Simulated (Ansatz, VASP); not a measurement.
Two plane-wave programs on TaAs

```
CELL_PARAMETERS angstrom
-1.72181 1.72181 5.86794
1.72181 -1.72181 5.86794
1.72181 1.72181 -5.86794
ATOMIC_POSITIONS crystal
Ta 0.49997 0.49997 0.00000
Ta 0.24997 0.74997 0.50000
As 0.08263 0.08263 0.00000
As 0.83263 0.33263 0.50000
```

Alike in both runs: functional PBEsol; k mesh 11 × 11 × 11; occupations fermi-dirac, width 0.05 eV; no spin polarisation; Hubbard terms Ta d U = 6.0 eV.

|  | VASP | Ansatz |
| --- | --- | --- |
| version | VASP 6.6.1 | Ansatz 0.2.0 |
| potentials or method | VASP PAW PBE potentials, release 64 (Ta_sv_GW, As_d) | Ansatz PAW |
| plane-wave cutoff (eV) | 600 | 420 |
| valence electrons in the cell | 56 | 56 |
| task | single point | band structure |

|  | VASP | Ansatz | Ansatz less VASP |
| --- | --- | --- | --- |
| gap on the k mesh at the Fermi level (eV) | none | none | - |
| pressure (GPa) | 6.5 | -0.1 | -6.54 |
| traceless stress, the component that is largest in VASP (GPa) | -0.98 | 0.06 | +1.040 |
| rms of the force components (eV/Å) | 0.013 | 0.016 | +0.0020 |

VASP's potentials were made for PBE, not for PBEsol. The programs project onto different local orbitals, so the same U acts differently, and such runs can settle in different states. Atom by atom the forces differ by 0.029 eV/Å (rms over components). A gap of «none» marks a metal or a gap that the smearing closes.

Neither program's run includes spin-orbit coupling.
